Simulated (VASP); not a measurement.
# BeS (F-43m) in VASP: notebook, part 2 of 2

VASP 6.6.1. Earlier steps stand in the parts before.

## Step 5: Single point, PBE (strain +1.0%)

The input, INCAR:

```
PREC = Accurate
ENCUT = 520
EDIFF = 1E-6
ISMEAR = -1
SIGMA = 0.02
LREAL = False
LASPH = True
NELM = 100
ALGO = Normal
ISIF = 2
LWAVE = False
LCHARG = True
GGA = PE
LELF = True
LVHAR = True
NBANDS = 11
```

The input, KPOINTS:

```
regular mesh
0
Gamma
  10 10 10
```

The input, POSCAR:

```
BeS
1.0
    0.0000000000      2.4586492927      2.4586492927
    2.4586492927      0.0000000000      2.4586492927
    2.4586492927      2.4586492927      0.0000000000
Be S
1 1
Direct
    0.0000000000      0.0000000000      0.0000000000
    0.2500000000      0.2500000000      0.2500000000
```

Potentials or basis: VASP PAW PBE potentials, release 64 (Be, S).

Command:

```sh
cat potpaw_PBE.64/Be/POTCAR potpaw_PBE.64/S/POTCAR > POTCAR
mpirun -np 1 vasp_std > vasp.out
```

OUTCAR:

```text
PREC = Accurate
   ENCUT = 520
   EDIFF = 1E-6
   ISMEAR = -1
   LREAL = False
   LASPH = True
   NELM = 100
   ISIF = 2
   GGA = PE

 ion  position               nearest neighbor table
   1  0.000  0.000  0.000-   2 2.13   2 2.13   2 2.13   2 2.13
   2  0.250  0.250  0.250-   1 2.13   1 2.13   1 2.13   1 2.13

  LATTYP: Found a face centered cubic cell.
 ALAT       =     4.9172985854

  Lattice vectors:

 A1 = (   0.0000000000,   2.4586492927,   2.4586492927)
 A2 = (   2.4586492927,   0.0000000000,   2.4586492927)
 A3 = (   2.4586492927,   2.4586492927,   0.0000000000)

Analysis of symmetry for initial positions (statically):
=====================================================================
 Subroutine PRICEL returns:
 Original cell was already a primitive cell.

 Routine SETGRP: Setting up the symmetry group for a
 face centered cubic supercell.

 Subroutine GETGRP returns: Found 24 space group operations
 (whereof 24 operations were pure point group operations)
 out of a pool of 48 trial point group operations.

The static configuration has the point symmetry T_d .

Analysis of symmetry for dynamics (positions and initial velocities):
=====================================================================
 Subroutine PRICEL returns:
 Original cell was already a primitive cell.

 Routine SETGRP: Setting up the symmetry group for a
 face centered cubic supercell.

 Subroutine GETGRP returns: Found 24 space group operations
 (whereof 24 operations were pure point group operations)
 out of a pool of 48 trial point group operations.

The dynamic configuration has the point symmetry T_d .

 Subroutine INISYM returns: Found 24 space group operations
 (whereof 24 operations are pure point group operations),
 and found     1 'primitive' translations

----------------------------------------------------------------------------------------

                                     Primitive cell

  volume of cell :      29.7249

  direct lattice vectors                    reciprocal lattice vectors
     0.000000000  2.458649293  2.458649293    -0.203363693  0.203363693  0.203363693
     2.458649293  0.000000000  2.458649293     0.203363693 -0.203363693  0.203363693
     2.458649293  2.458649293  0.000000000     0.203363693  0.203363693 -0.203363693

  length of vectors
     3.477055175  3.477055175  3.477055175     0.352236249  0.352236249  0.352236249

  position of ions in fractional coordinates (direct lattice)
     0.000000000  0.000000000  0.000000000
     0.250000000  0.250000000  0.250000000

  ion indices of the primitive-cell ions
   primitive index   ion index
                 1           1
                 2           2

----------------------------------------------------------------------------------------

 KPOINTS: regular mesh

Automatic generation of k-mesh.
 Grid dimensions read from file:
 generate k-points for:   10   10   10

 Generating k-lattice:

  Cartesian coordinates                     Fractional coordinates (reciprocal lattice)
    -0.020336369  0.020336369  0.020336369     0.100000000  0.000000000  0.000000000
     0.020336369 -0.020336369  0.020336369     0.000000000  0.100000000  0.000000000
     0.020336369  0.020336369 -0.020336369     0.000000000  0.000000000  0.100000000

  Length of vectors
     0.035223625  0.035223625  0.035223625

  Shift w.r.t. Gamma in fractional coordinates (k-lattice)
     0.000000000  0.000000000  0.000000000

 Subroutine IBZKPT returns following result:
 ===========================================

 Found     47 irreducible k-points:

 Following reciprocal coordinates:
            Coordinates               Weight
  0.000000  0.000000  0.000000      1.000000
  0.100000  0.000000  0.000000      8.000000
  0.200000  0.000000  0.000000      8.000000
  0.300000  0.000000  0.000000      8.000000
  0.400000  0.000000  0.000000      8.000000
  0.500000  0.000000  0.000000      4.000000
[... 16 lines left out ...]
  0.300000  0.300000  0.000000      6.000000
  0.400000  0.300000  0.000000     24.000000
 [... further k-points ...]
   k-points           NKPTS =     47   k-points in BZ     NKDIM =     47   number of bands    NBANDS=     11
   number of dos      NEDOS =    301   number of ions     NIONS =      2
   total plane-waves  NPLWV =  21952
   dimension x,y,z NGX =    28 NGY =   28 NGZ =   28
   dimension x,y,z NGXF=    56 NGYF=   56 NGZF=   56
   ions per type =               1   1
   NGX,Y,Z   is equivalent  to a cutoff of  13.39, 13.39, 13.39 a.u.
   NGXF,Y,Z  is equivalent  to a cutoff of  26.77, 26.77, 26.77 a.u.
 SYSTEM =  unknown system
   PREC   = accura    normal or accurate (medium, high low for compatibility)
   ISTART =      0    job   : 0-new  1-cont  2-samecut
   ICHARG =      2    charge: 1-file 2-atom 10-const
   ISPIN  =      1    spin polarized calculation?
   LNONCOLLINEAR =      F non collinear calculations
   LSORBIT =      F    spin-orbit coupling
   LASPH  =      T    aspherical Exc in radial PAW
   ENCUT  =  520.0 eV  38.22 Ry    6.18 a.u.   6.47  6.47  6.47*2*pi/ulx,y,z
   NELM   =    100;   NELMIN=  2; NELMDL= -5     # of ELM steps
   EDIFF  = 0.1E-05   stopping-criterion for ELM
   LREAL  =      F    real-space projection
   EDIFFG = 0.1E-04   stopping-criterion for IOM
   NSW    =      0    number of steps for IOM
   IBRION =     -1    ionic relax: 0-MD 1-quasi-New 2-CG
   NFREE  =      0    steps in history (QN), initial steepest desc. (CG)
   ISIF   =      2    stress and relaxation
   ISYM   =      2    0-nonsym 1-usesym 2-fastsym
   POTIM  = 0.5000    time-step for ionic-motion
   TEBEG  =    0.0;   TEEND  =   0.0 temperature during run
   PSTRESS=    0.0 pullay stress
   NELECT =       8.0000    total number of electrons
   NUPDOWN=      -1.0000    fix difference up-down
   EMIN   =  10.00;   EMAX   =-10.00  energy-range for DOS
   EFERMI =   0.00;   METHOD = LEGACY
   ISMEAR =    -1;   SIGMA  =   0.02  broadening in eV -4-tet -1-fermi 0-gaus
   EFERMI_NEDOS =   21; number of points for ismear=-14 and -15
   IALGO  =     38    algorithm
   IMIX   =      4    mixing-type and parameters
     AMIX     =   0.40;   BMIX     =  1.00
     AMIX_MAG =   1.60;   BMIX_MAG =  1.00
  volume/ion in A,a.u.               =      14.86       100.30
  Fermi-wavevector in a.u.,A,eV,Ry     =   1.056975  1.997394 15.200390  1.117197
  Thomas-Fermi vector in A             =   2.192231
   LORBIT       =      0    0 simple, 1 ext, 2 COOP (PROOUT), +10 PAW based schemes
   GGA     = PE    functional components
   LHFCALC =     F    Hartree Fock is set to
   AEXX    =    0.0000 exact exchange contribution
   IVDW    =     0    specifies the selected vdW correction
   LEPSILON=     F    determine dielectric tensor
   LRPA    =     F    only Hartree local field effects (RPA)
 non-spin polarized calculation
  energy-cutoff  :      520.00
  volume of cell :       29.72
 maximum number of plane-waves:       821
 NGX is ok and might be reduce to    28
   NGX = 13   NGY = 13   NGZ = 13

 number of electron       7.9999999 magnetization

 Free energy of the ion-electron system (eV)
  ---------------------------------------------------
  ext. energy  EPLUGINS =         0.00000000
  ---------------------------------------------------
  free energy    TOTEN  =       -10.00845405 eV

  energy without entropy =      -10.00845405  energy(sigma->0) =      -10.00845405

 E-fermi :   4.1455     XC(G=0):  -9.5607

 val. band max:        3.7558183156   @ k =   0.0000   0.0000   0.0000
 cond. band min:       6.9554672377   @ k =   0.5000   0.5000   0.0000
 fundamental gap:      3.1996489221
 Fermi energy:         4.1454863480

 k-point     1 :       0.0000    0.0000    0.0000
  band No.  band energies     occupation
      1      -9.6658      2.00000
      2       3.7558      2.00000
      3       3.7558      2.00000
      4       3.7558      2.00000
      5       9.2966      0.00000
      6       9.4390      0.00000
      7       9.4390      0.00000
      8       9.4390      0.00000
      9      16.4876      0.00000
     10      16.4876      0.00000
     11      18.3082      0.00000
[... 309 lines left out ...]
 k-point    24 :       0.4000    0.3000    0.0000
  band No.  band energies     occupation
      1      -8.1735      2.00000
      2      -0.2530      2.00000
      3       1.4387      2.00000
      4       1.6867      2.00000
      5       7.8664      0.00000
      6       9.6152      0.00000
      7      13.6811      0.00000
      8      13.8400      0.00000
      9      17.0731      0.00000
     10      18.9522      0.00000
     11      20.2047      0.00000

 [... further k-points ...]
[... 5 lines left out ...]
  --------------------------------------------------------------------------------------
  -------------------------------------------------------------------------------------
  Total       -0.4123452     -0.4123452     -0.4123452      0.0000000      0.0000000      0.0000000
  in kB      -22.2255135    -22.2255135    -22.2255135      0.0000000      0.0000000      0.0000000
  external PRESSURE =     -22.2255135 kB  Pullay stress =       0.0000000 kB

 VOLUME and BASIS-vectors are now :
 -----------------------------------------------------------------------------
  energy-cutoff  :      520.00
  volume of cell :       29.72
      direct lattice vectors                 reciprocal lattice vectors
     0.000000000  2.458649293  2.458649293    -0.203363693  0.203363693  0.203363693
     2.458649293  0.000000000  2.458649293     0.203363693 -0.203363693  0.203363693
     2.458649293  2.458649293  0.000000000     0.203363693  0.203363693 -0.203363693

 POSITION                                       TOTAL-FORCE (eV/Angst)
 -----------------------------------------------------------------------------------
      0.00000      0.00000      0.00000         0.000000      0.000000      0.000000
      1.22932      1.22932      1.22932        -0.000000     -0.000000     -0.000000
 -----------------------------------------------------------------------------------
    total drift:                               -0.000000     -0.000000     -0.000000

  FREE ENERGIE OF THE ION-ELECTRON SYSTEM (eV)
  ---------------------------------------------------
  free  energy   TOTEN  =       -10.0084540530 eV

  energy  without entropy=      -10.0084540530  energy(sigma->0) =      -10.00845405
```

It took 22 s on 1 thread of AMD EPYC 7R13 (Zen 3), shared host; peak memory 0.12 GiB.

What came out:

```
Free energy            : -10.0085 eV
Pressure               : -2.2 GPa
Band gap on the k mesh : 3.20 eV, indirect (least direct gap 5.54 eV)
```

Caveat: the cell differs from its parent crystal (strain +1.0%). A k mesh can miss the band edges.

## Step 6: The runs side by side

| cell | gap on the mesh (eV) | pressure (GPa) |
| --- | --- | --- |
| a = 3.339 Å, angles 60.0°, 2 atoms | 2.92 | 10.7 |
| a = 3.374 Å, angles 60.0°, 2 atoms | 2.99 | 6.9 |
| a = 3.408 Å, angles 60.0°, 2 atoms | 3.07 | 3.5 |
| a = 3.477 Å, angles 60.0°, 2 atoms | 3.20 | -2.2 |

Alike in all rows: task single point; level PBE; potentials or basis VASP PAW PBE potentials, release 64 (Be, S); no spin polarisation; k mesh 10 × 10 × 10; cutoff (eV) 520; smearing fermi-dirac 0.02 eV.

Absolute energies hang on the potentials; compare differences alone.
